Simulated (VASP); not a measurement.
A run of VASP 6.6.1:

INCAR

```
PREC = Accurate
ENCUT = 520
EDIFF = 1E-6
ISMEAR = -1
SIGMA = 0.1
LREAL = F
LASPH = T
NELM = 60
ALGO = Normal
ISIF = 2
LWAVE = F
LCHARG = F
GGA = PE
NBANDS = 8
```

The input KPOINTS:

```
Automatic mesh
0
Gamma
  15 15 15
```

Contents of POSCAR:

```
Al
1.0
   -1.5969863121      1.5969863121      1.5969863121
    1.5969863121     -1.5969863121      1.5969863121
    1.5969863121      1.5969863121     -1.5969863121
Al
1
Direct
    0.0000000000      0.0000000000      0.0000000000
```

Potentials or basis: VASP PAW PBE potentials, release 64 (Al).

The run is started by

```console
$ cat potpaw_PBE.64/Al/POTCAR > POTCAR
$ mpirun -np 1 vasp_std > vasp.out
```

Hardware: 1 thread of Intel(R) Xeon(R) Platinum 8488C (Sapphire Rapids), with other jobs on the host.

Task: Estimate the wall time of this run.

Result: Run time: 6.4 s on 1 thread of Intel(R) Xeon(R) Platinum 8488C (Sapphire Rapids), on a shared host, peak memory 0.13 GiB. Counts: scf iterations 10, k points 120.
